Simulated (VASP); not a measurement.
# Mg16HO15 (a cell with a defect) in VASP: a series of runs

Aim: see how the results for Mg16HO15 (a cell with a defect) move with the level of theory and the settings. Levels: PBE, HSE06, r2SCAN. Tasks: single point.

All numbers are computed with VASP 6.6.1; they aren't measurements. Logs are shortened: lines on timing, memory, paths and dates and some standing lists are left out, and cuts for length are marked.

## 1. The cell of the first run

The cell holds a defect, 32 atoms: a = 7.369 Å, b = 7.369 Å, c = 7.369 Å, α = 109.47°, β = 109.47°, γ = 109.47°.

## 2. Single point, PBE

Input file INCAR:

```
SYSTEM = Mg16HO15
PREC = Accurate
ENCUT = 520
EDIFF = 1E-6
ISMEAR = 0
SIGMA = 0.01
LREAL = Auto
LASPH = .True.
NELM = 120
ALGO = Normal
ISIF = 2
LWAVE = .False.
LCHARG = .False.
GGA = PE
NELECT = 122.0
NBANDS = 84
GGA_COMPAT = .False.
ISYM = -1
```

Input file KPOINTS:

```
explicit points
1
Reciprocal
  0.25000000   0.25000000   0.25000000 1
```

Input file POSCAR:

```
Mg16HO15
1.0
   -4.2543812300      4.2543812300      4.2543812300
    4.2543812300     -4.2543812300      4.2543812300
    4.2543812300      4.2543812300     -4.2543812300
Mg O H
16 15 1
Direct
    0.0005090815      0.0002144343     -0.0008205872
    0.0003765485      0.2502071102      0.7490932657
    0.0005923653      0.5003415528      0.4991379106
    0.0004654329      0.7502106598      0.2491222167
    0.2504496769      0.0003337195      0.7492375082
    0.2405302603      0.2403051178      0.4991349300
    0.2406952446      0.5002471063      0.2392277797
    0.2505237153      0.7501910589     -0.0008860945
    0.5003855642      0.0002221538      0.4991823054
    0.5005410083      0.2403670928      0.2392476070
    0.5005567031      0.5002290945     -0.0009358860
    0.5005884242      0.7602655383      0.7590958505
    0.7504810458      0.0002399324      0.2491688928
    0.7505429955      0.2502385229     -0.0008236002
    0.7604695076      0.5002570608      0.7590916713
    0.7603884627      0.7601631636      0.4991032622
    0.0004229447      0.0002619518      0.4990509012
    0.0046970489      0.2523872886      0.2511956356
    0.0004830913      0.5002678387     -0.0008794388
   -0.0037114832      0.7481966511      0.7469959929
    0.2525332680      0.0044724034      0.2511828636
    0.2525963674      0.2523428757      0.0032228869
    0.2525786299      0.5002824994      0.7469975040
    0.2525789048      0.7482085150      0.4991131297
    0.5004859131      0.0002920300     -0.0009037013
    0.5004599295      0.2524135534      0.7470092024
    0.5004546422      0.7481579666      0.2511038521
    0.7483861865     -0.0038943716      0.7470044004
    0.7483680064      0.2523890694      0.4991426575
    0.7483539660      0.5002962186      0.2511688931
    0.7483739574      0.7481190094     -0.0051297252
    0.5005902141      0.5006008042      0.4992106549
```

Potentials or basis: VASP PAW PBE potentials, release 64 (Mg, O, H).

Launch:

```sh
cat potpaw_PBE.64/Mg/POTCAR potpaw_PBE.64/O/POTCAR potpaw_PBE.64/H/POTCAR > POTCAR
mpirun -np 1 vasp_std > vasp.out
```

OUTCAR:

```text
SYSTEM = Mg16HO15
   PREC = Accurate
   ENCUT = 520
   EDIFF = 1E-6
   ISMEAR = 0
   LREAL = Auto
   LASPH = .True.
   NELM = 120
   ISIF = 2
   GGA = PE
   NELECT = 122.0
   ISYM = -1

 ion  position               nearest neighbor table
   1  0.001  0.000  0.999-  21 2.13  31 2.13  20 2.13  18 2.13  22 2.13  28 2.13   5 3.01   4 3.01
                            14 3.01  13 3.01   8 3.01   2 3.01  12 3.01   6 3.01  15 3.01  10 3.01
   2  0.000  0.250  0.749-  19 2.13  17 2.13  28 2.14  29 2.14  22 2.15  23 2.15  15 2.95  16 2.95
                             6 2.95   7 2.95  14 3.01  13 3.01   5 3.01   8 3.01   9 3.01   1 3.01
   3  0.001  0.500  0.499-  24 2.13  23 2.13  18 2.13  20 2.13  30 2.13  29 2.13   4 3.01  14 3.01
                             8 3.01   5 3.01   2 3.01  13 3.01   6 3.01  12 3.01   7 3.01  16 3.01
   4  0.000  0.750  0.249-  19 2.13  17 2.13  30 2.14  24 2.14  31 2.15  21 2.15  15 2.95  16 2.95
                             6 2.95   7 2.95   3 3.01  11 3.01   9 3.01   1 3.01  14 3.01  13 3.01
   5  0.250  0.000  0.749-  25 2.13  17 2.13  22 2.14  20 2.14  26 2.15  24 2.15  10 2.95  16 2.95
                             6 2.95  12 2.95   1 3.01  11 3.01   2 3.01   9 3.01   3 3.01   8 3.01
   6  0.241  0.240  0.499-  17 2.04  26 2.11  21 2.11  23 2.11  18 2.11  32 2.21  13 2.95   5 2.95
                             4 2.95   2 2.95  11 3.01   9 3.01   1 3.01   3 3.01   7 3.13  10 3.13
   7  0.241  0.500  0.239-  19 2.04  27 2.11  22 2.11  18 2.11  24 2.11  32 2.21   8 2.95   2 2.95
                            14 2.95   4 2.95   9 3.01   3 3.01  11 3.01   1 3.01  16 3.13  10 3.13
   8  0.251  0.750  0.999-  19 2.13  25 2.13  27 2.14  23 2.14  21 2.15  20 2.15  15 2.95   7 2.95
                            12 2.95  10 2.95  13 3.01   3 3.01   2 3.01  11 3.01   5 3.01   1 3.01
   9  0.500  0.000  0.499-  24 2.13  28 2.13  26 2.13  21 2.13  29 2.13  27 2.13   4 3.01   2 3.01
                             5 3.01  14 3.01  12 3.01   8 3.01  13 3.01   6 3.01   7 3.01  15 3.01
  10  0.501  0.240  0.239-  25 2.04  29 2.11  30 2.11  21 2.11  22 2.11  32 2.21   5 2.95  13 2.95
                            14 2.95   8 2.95   1 3.01  11 3.01   3 3.01   9 3.01   7 3.13  16 3.13
  11  0.501  0.500  0.999-  26 2.13  30 2.13  31 2.13  22 2.13  27 2.13  23 2.13   5 3.01   4 3.01
                            14 3.01   8 3.01  13 3.01  15 3.01   6 3.01   2 3.01  12 3.01   7 3.01
  12  0.501  0.760  0.759-  25 2.04  31 2.11  28 2.11  23 2.11  24 2.11  32 2.21  14 2.95  13 2.95
                             8 2.95   5 2.95   9 3.01   1 3.01   3 3.01  11 3.01  16 3.13   7 3.13
  13  0.750  0.000  0.249-  17 2.13  25 2.13  27 2.14  29 2.15  31 2.15  18 2.15  16 2.95   6 2.95
                            10 2.95  12 2.95   2 3.01   8 3.01  14 3.01  11 3.01   4 3.01   1 3.01
  14  0.751  0.250  0.999-  25 2.13  19 2.13  18 2.14  28 2.14  30 2.15  26 2.15  12 2.95  10 2.95
                            15 2.95   7 2.95   2 3.01   3 3.01   4 3.01  11 3.01   1 3.01  13 3.01
  15  0.760  0.500  0.759-  19 2.04  29 2.11  31 2.11  26 2.11  20 2.11  32 2.21   2 2.95   4 2.95
                             8 2.95  14 2.95  11 3.01   1 3.01   9 3.01   3 3.01  10 3.13  12 3.13
  16  0.760  0.760  0.499-  17 2.04  20 2.11  30 2.11  28 2.11  27 2.11  32 2.21  13 2.95   2 2.95
                             4 2.95   5 2.95   3 3.01  11 3.01   9 3.01   1 3.01   7 3.13  12 3.13
  17  0.000  0.000  0.499-   6 2.04  16 2.04  13 2.13   4 2.13   2 2.13   5 2.13
  18  0.005  0.252  0.251-   7 2.11   6 2.11   3 2.13   1 2.13  14 2.14  13 2.15
  19  0.000  0.500  0.999-  15 2.04   7 2.04   4 2.13   8 2.13   2 2.13  14 2.13
  20  0.996  0.748  0.747-  16 2.11  15 2.11   1 2.13   3 2.13   5 2.14   8 2.15
  21  0.253  0.004  0.251-   6 2.11  10 2.11   1 2.13   9 2.13   4 2.15   8 2.15
  22  0.253  0.252  0.003-   7 2.11  10 2.11  11 2.13   1 2.13   5 2.14   2 2.15
[... 8 lines left out ...]
  31  0.748  0.748  0.995-  12 2.11  15 2.11  11 2.13   1 2.13   4 2.15  13 2.15
  32  0.501  0.501  0.499-  16 2.21   7 2.21  12 2.21  15 2.21  10 2.21   6 2.21

IMPORTANT INFORMATION: All symmetrisations will be switched off!
NOSYMM: (Re-)initialisation of all symmetry stuff for point group C_1.

----------------------------------------------------------------------------------------

                                     Primitive cell

  volume of cell :     308.0131

  direct lattice vectors                    reciprocal lattice vectors
    -4.254381230  4.254381230  4.254381230     0.000000000  0.117525904  0.117525904
     4.254381230 -4.254381230  4.254381230     0.117525904  0.000000000  0.117525904
     4.254381230  4.254381230 -4.254381230     0.117525904  0.117525904  0.000000000

  length of vectors
     7.368804445  7.368804445  7.368804445     0.166206727  0.166206727  0.166206727

  position of ions in fractional coordinates (direct lattice)
     0.000509081  0.000214434  0.999179413
     0.000376549  0.250207110  0.749093266
     0.000592365  0.500341553  0.499137911
     0.000465433  0.750210660  0.249122217
     0.250449677  0.000333719  0.749237508
     0.240530260  0.240305118  0.499134930
[... 24 lines left out ...]
     0.748373957  0.748119009  0.994870275
     0.500590214  0.500600804  0.499210655

  ion indices of the primitive-cell ions
   primitive index   ion index
                 1           1
                 2           2
                 3           3
                 4           4
                 5           5
                 6           6
[... 24 lines left out ...]
                31          31
                32          32

----------------------------------------------------------------------------------------

 KPOINTS: explicit points

Read explicit list of k-points.

 Found      1 k-points:

 Following reciprocal coordinates:
            Coordinates               Weight
  0.250000  0.250000  0.250000      1.000000
   k-points           NKPTS =      1   k-points in BZ     NKDIM =      1   number of bands    NBANDS=     84
   number of dos      NEDOS =    301   number of ions     NIONS =     32
   total plane-waves  NPLWV = 175616
   dimension x,y,z NGX =    56 NGY =   56 NGZ =   56
   dimension x,y,z NGXF=   112 NGYF=  112 NGZF=  112
   ions per type =              16  15   1
   NGX,Y,Z   is equivalent  to a cutoff of  12.63, 12.63, 12.63 a.u.
   NGXF,Y,Z  is equivalent  to a cutoff of  25.27, 25.27, 25.27 a.u.
 SYSTEM =  Mg16HO15
   PREC   = accura    normal or accurate (medium, high low for compatibility)
   ISTART =      0    job   : 0-new  1-cont  2-samecut
   ICHARG =      2    charge: 1-file 2-atom 10-const
   ISPIN  =      1    spin polarized calculation?
   LNONCOLLINEAR =      F non collinear calculations
   LSORBIT =      F    spin-orbit coupling
   LASPH  =      T    aspherical Exc in radial PAW
   ENCUT  =  520.0 eV  38.22 Ry    6.18 a.u.  13.70 13.70 13.70*2*pi/ulx,y,z
   NELM   =    120;   NELMIN=  2; NELMDL= -5     # of ELM steps
   EDIFF  = 0.1E-05   stopping-criterion for ELM
   LREAL  =      T    real-space projection
   EDIFFG = 0.1E-04   stopping-criterion for IOM
   NSW    =      0    number of steps for IOM
   IBRION =     -1    ionic relax: 0-MD 1-quasi-New 2-CG
   NFREE  =      0    steps in history (QN), initial steepest desc. (CG)
   ISIF   =      2    stress and relaxation
   ISYM   =     -1    0-nonsym 1-usesym 2-fastsym
   POTIM  = 0.5000    time-step for ionic-motion
   TEBEG  =    0.0;   TEEND  =   0.0 temperature during run
   PSTRESS=    0.0 pullay stress
   NELECT =     122.0000    total number of electrons
   NUPDOWN=      -1.0000    fix difference up-down
   EMIN   =  10.00;   EMAX   =-10.00  energy-range for DOS
   EFERMI =   0.00;   METHOD = LEGACY
   ISMEAR =     0;   SIGMA  =   0.01  broadening in eV -4-tet -1-fermi 0-gaus
   EFERMI_NEDOS =   21; number of points for ismear=-14 and -15
   IALGO  =     38    algorithm
   IMIX   =      4    mixing-type and parameters
     AMIX     =   0.40;   BMIX     =  1.00
     AMIX_MAG =   1.60;   BMIX_MAG =  1.00
  volume/ion in A,a.u.               =       9.63        64.96
  Fermi-wavevector in a.u.,A,eV,Ry     =   1.202278  2.271977 19.666858  1.445473
  Thomas-Fermi vector in A             =   2.338064
   LORBIT       =      0    0 simple, 1 ext, 2 COOP (PROOUT), +10 PAW based schemes
   GGA     = PE    functional components
   LHFCALC =     F    Hartree Fock is set to
   AEXX    =    0.0000 exact exchange contribution
   IVDW    =     0    specifies the selected vdW correction
   LEPSILON=     F    determine dielectric tensor
   LRPA    =     F    only Hartree local field effects (RPA)
 non-spin polarized calculation
 Gauss-broadening in eV      SIGMA  =   0.01
  energy-cutoff  :      520.00
  volume of cell :      308.01
 maximum number of plane-waves:      8280
 NGX is ok and might be reduce to    54
   NGX = 27   NGY = 27   NGZ = 27

 number of electron     122.0000010 magnetization

 Free energy of the ion-electron system (eV)
  ---------------------------------------------------
  ext. energy  EPLUGINS =         0.00000000
  ---------------------------------------------------
  free energy    TOTEN  =      -189.43543260 eV

  energy without entropy =     -189.43543260  energy(sigma->0) =     -189.43543260

 E-fermi :   2.6602     XC(G=0): -10.7963

 val. band max:        2.5511139093   @ k =   0.2500   0.2500   0.2500
 cond. band min:       8.8898213195   @ k =   0.2500   0.2500   0.2500
 fundamental gap:      6.3387074102
 Fermi energy:         2.6601916462

 k-point     1 :       0.2500    0.2500    0.2500
  band No.  band energies     occupation
      1     -13.7037      2.00000
      2     -13.7036      2.00000
      3     -13.7030      2.00000
      4     -13.4830      2.00000
      5     -13.0438      2.00000
      6     -13.0436      2.00000
[... 65 lines left out ...]
     72      12.2948      0.00000
     73      12.2952      0.00000
 [bands above 73 left out]

------------------------ aborting loop because EDIFF is reached ----------------------------------------

  FORCE on cell =-STRESS in cart. coord.  units (eV):
  Direction    XX          YY          ZZ          XY          YZ          ZX
  --------------------------------------------------------------------------------------
  -------------------------------------------------------------------------------------
  Total       -8.1062606     -8.1099988     -8.1051947     -0.0011996     -0.0020836     -0.0031340
  in kB      -42.1659551    -42.1853998    -42.1604107     -0.0062401     -0.0108380     -0.0163019
  external PRESSURE =     -42.1705886 kB  Pullay stress =       0.0000000 kB

 VOLUME and BASIS-vectors are now :
 -----------------------------------------------------------------------------
  energy-cutoff  :      520.00
  volume of cell :      308.01
      direct lattice vectors                 reciprocal lattice vectors
    -4.254381230  4.254381230  4.254381230     0.000000000  0.117525904  0.117525904
     4.254381230 -4.254381230  4.254381230     0.117525904  0.000000000  0.117525904
     4.254381230  4.254381230 -4.254381230     0.117525904  0.117525904  0.000000000

 POSITION                                       TOTAL-FORCE (eV/Angst)
 -----------------------------------------------------------------------------------
      4.24964      4.25214     -4.24781         0.000453     -0.003249      0.002436
      4.24980      2.12405     -2.12085         0.000503      0.002449      0.004279
      4.24965     -0.00260      0.00764         0.002089     -0.000196     -0.005339
      4.24956     -2.12984      2.13380         0.001423     -0.000206      0.001601
      2.12345      4.25163     -2.12061        -0.004868     -0.000442      0.001427
      2.12255      2.12447     -0.07785         0.000786     -0.002491     -0.023080
[... 24 lines left out ...]
      4.23147      4.23364      2.13409        -0.003302     -0.004304      0.002195
      2.12388      2.12379      2.13562        -0.005077      0.000113     -0.002502
 -----------------------------------------------------------------------------------
    total drift:                                0.011410      0.007415     -0.019067

  FREE ENERGIE OF THE ION-ELECTRON SYSTEM (eV)
  ---------------------------------------------------
  free  energy   TOTEN  =      -189.4354325969 eV

  energy  without entropy=     -189.4354325969  energy(sigma->0) =     -189.43543260
```

It took 3.4 min on 1 thread of Intel Xeon 8259CL, shared host; peak memory 0.41 GiB.

Results:

```
Free energy   : -189.4354 eV
Largest force : 0.034 eV/Å
```

Forces in eV/Å, atoms in the order of the input:
```
Mg   0.000 -0.003  0.002
Mg   0.001  0.002  0.004
Mg   0.002  0.000 -0.005
Mg   0.001  0.000  0.002
Mg  -0.005  0.000  0.001
Mg   0.001 -0.002 -0.023
Mg   0.002 -0.034  0.000
Mg   0.003 -0.002  0.001
Mg  -0.002 -0.003  0.006
Mg  -0.028 -0.002  0.000
Mg   0.005 -0.004 -0.003
Mg   0.025 -0.004 -0.004
Mg   0.001 -0.003  0.000
Mg   0.002 -0.003  0.001
Mg  -0.001  0.022  0.002
Mg   0.001 -0.001  0.028
O    0.002  0.004 -0.004
O    0.000  0.007  0.004
O    0.001  0.005 -0.003
O   -0.001 -0.002 -0.005
O    0.004  0.004  0.007
O    0.008  0.007 -0.003
O   -0.005  0.000  0.004
O   -0.006  0.005 -0.001
O    0.002  0.004 -0.002
O   -0.004 -0.002  0.004
O    0.002  0.009 -0.005
O   -0.004  0.001 -0.005
O    0.000 -0.005  0.000
O    0.000  0.006 -0.002
O   -0.003 -0.004  0.002
H   -0.005  0.000 -0.003
```

Caveat: the cell carries a net charge on a neutralising background, which shifts energy and pressure; the cell is charged against a uniform background, so pressure and absolute levels hang on convention.

## 3. Single point, HSE06

Edit POSCAR of step 2 so:

```diff
@@ -2,5 +2,5 @@
 1.0
-   -4.2543812300      4.2543812300      4.2543812300
-    4.2543812300     -4.2543812300      4.2543812300
-    4.2543812300      4.2543812300     -4.2543812300
+   -4.2543812303      4.2543812303      4.2543812303
+    4.2543812303     -4.2543812303      4.2543812303
+    4.2543812303      4.2543812303     -4.2543812303
 Mg O H
```

Input file INCAR.step1:

```
PREC = Accurate
ENCUT = 520
EDIFF = 1E-5
ISMEAR = -1
SIGMA = 0.01
LREAL = Auto
LASPH = T
NELM = 120
ALGO = Normal
ISIF = 2
LWAVE = T
LCHARG = F
GGA = PE
NELECT = 122.0
NBANDS = 84
GGA_COMPAT = F
ISYM = -1
```

Input file INCAR.step2:

```
PREC = Accurate
ENCUT = 520
EDIFF = 1E-6
ISMEAR = -1
SIGMA = 0.01
LREAL = Auto
LASPH = T
NELM = 120
ALGO = Normal
ISIF = 2
LWAVE = F
LCHARG = F
GGA = PE
LHFCALC = T
HFSCREEN = 0.2079
PRECFOCK = Fast
ISTART = 1
NELECT = 122.0
NBANDS = 84
GGA_COMPAT = F
ISYM = -1
```

KPOINTS is that of step 2.

Potentials or basis: VASP PAW PBE potentials, release 64 (Mg, O, H).

Launch:

```sh
cat potpaw_PBE.64/Mg/POTCAR potpaw_PBE.64/O/POTCAR potpaw_PBE.64/H/POTCAR > POTCAR
cp INCAR.step1 INCAR
mpirun -np 1 vasp_std > vasp.out
cp INCAR.step2 INCAR
mpirun -np 1 vasp_std > vasp.out
```

Wall time 15 min (1 thread of Intel Xeon 8259CL, shared host); peak memory 0.59 GiB.

The run converged. Its results:

```yaml
Free_energy: -225.1216 eV
Largest_force: 0.168 eV/Å
```

Forces in eV/Å, atoms in the order of the input:
```
Mg   0.000 -0.003  0.003
Mg   0.000  0.002  0.004
Mg   0.002  0.000 -0.005
Mg   0.001  0.000  0.002
Mg  -0.005  0.000  0.001
Mg   0.001 -0.002 -0.158
Mg   0.002 -0.168  0.000
Mg   0.003 -0.002  0.001
Mg  -0.002 -0.003  0.006
Mg  -0.163 -0.002  0.000
Mg   0.005 -0.004 -0.003
Mg   0.159 -0.004 -0.004
Mg   0.001 -0.003  0.000
Mg   0.002 -0.003  0.001
Mg  -0.001  0.156  0.002
Mg   0.001 -0.001  0.162
O    0.002  0.004 -0.004
O    0.000  0.012  0.010
O    0.000  0.005 -0.003
O   -0.001 -0.007 -0.010
O    0.010  0.004  0.012
O    0.013  0.013 -0.004
O   -0.011  0.000  0.010
O   -0.012  0.010 -0.001
O    0.002  0.004 -0.002
O   -0.004 -0.008  0.009
O    0.003  0.014 -0.010
O   -0.009  0.000 -0.011
O    0.006 -0.011  0.000
O    0.006  0.006 -0.007
O   -0.009 -0.010  0.002
H   -0.005  0.000 -0.003
```

Levels at points of the mesh, in eV from the Fermi level:
```csv
k point,band 59,band 60,band 61,band 62,band 63,band 64
"(0.25, 0.25, 0.25)",-0.25,-0.25,-0.25,7.85,7.85,7.85
```

Caveat: the cell carries a net charge on a neutralising background, which shifts energy and pressure; the cell is charged against a uniform background, so pressure and absolute levels hang on convention; the PAW data sets were made with another functional, which shifts forces and pressure a little.

## 4. Single point, r2SCAN

POSCAR is that of step 3.

Input file INCAR.step1:

```
SYSTEM = Mg16HO15
PREC = Accurate ; ENCUT = 580
ISMEAR = -1 ; SIGMA = 0.01
LREAL = Auto ; LASPH = .TRUE.
NELM = 120 ; NELECT = 122.0
NBANDS = 84 ; GGA = PE
ALGO = Normal ; EDIFF = 1E-5
LWAVE = .TRUE. ; LCHARG = .FALSE.
GGA_COMPAT = .FALSE. ; ISYM = -1
```

Input file INCAR.step2:

```
SYSTEM = Mg16HO15
PREC = Accurate ; ENCUT = 580
EDIFF = 1E-6 ; ISMEAR = -1
SIGMA = 0.01 ; LREAL = Auto
LASPH = .TRUE. ; NELM = 120
ALGO = Normal ; ISIF = 2
LWAVE = .FALSE. ; LCHARG = .FALSE.
METAGGA = R2SCAN ; LMIXTAU = .TRUE.
NELECT = 122.0 ; NBANDS = 84
ISTART = 1 ; GGA_COMPAT = .FALSE.
ISYM = -1
```

KPOINTS is that of step 3.

Launch:

```sh
cat potpaw_PBE.64/Mg/POTCAR potpaw_PBE.64/O/POTCAR potpaw_PBE.64/H/POTCAR > POTCAR
cp INCAR.step1 INCAR
mpirun -np 1 vasp_std > vasp.out
cp INCAR.step2 INCAR
mpirun -np 1 vasp_std > vasp.out
```

Run time: 17 min. Hardware: 1 thread of Intel Xeon 8259CL, shared host; peak memory 0.55 GiB.

The run converged. Its results:

- Free energy: -255.8258 eV
- Largest force: 0.164 eV/Å

Forces on the atoms (eV/Å):
```
Mg  -0.004 -0.005  0.009
Mg  -0.003 -0.002  0.012
Mg  -0.001 -0.002  0.001
Mg  -0.003 -0.004  0.009
Mg  -0.010 -0.004  0.009
Mg   0.004  0.001 -0.153
Mg   0.003 -0.164 -0.005
Mg  -0.003 -0.005  0.006
Mg  -0.007 -0.006  0.012
Mg  -0.159 -0.001 -0.005
Mg   0.000 -0.006  0.002
Mg   0.155  0.000 -0.008
Mg  -0.004 -0.005  0.008
Mg  -0.003 -0.006  0.006
Mg   0.004  0.152 -0.002
Mg   0.004  0.000  0.157
O    0.003  0.005 -0.008
O    0.001  0.005 -0.003
O    0.001  0.006 -0.004
O    0.001  0.001 -0.006
O    0.003  0.005 -0.001
O    0.008  0.006 -0.006
O   -0.001  0.001 -0.001
O   -0.001  0.004 -0.002
O    0.004  0.005 -0.004
O   -0.002  0.001 -0.002
O    0.005  0.008 -0.006
O    0.001  0.004 -0.006
O    0.001 -0.002 -0.002
O    0.002  0.007 -0.005
O    0.003  0.000  0.000
H   -0.003  0.001 -0.006
```

Levels at points of the mesh, in eV from the Fermi level:
```csv
k point,band 58,band 59,band 60,band 61,band 62,band 63,band 64,band 65
"(0.25, 0.25, 0.25)",-0.37,-0.33,-0.33,-0.33,6.79,6.79,6.79,8.39
```

Caveat: the cell carries a net charge on a neutralising background, which shifts energy and pressure; the cell is charged against a uniform background, so pressure and absolute levels hang on convention; the PAW data sets were made with another functional, which shifts forces and pressure a little.
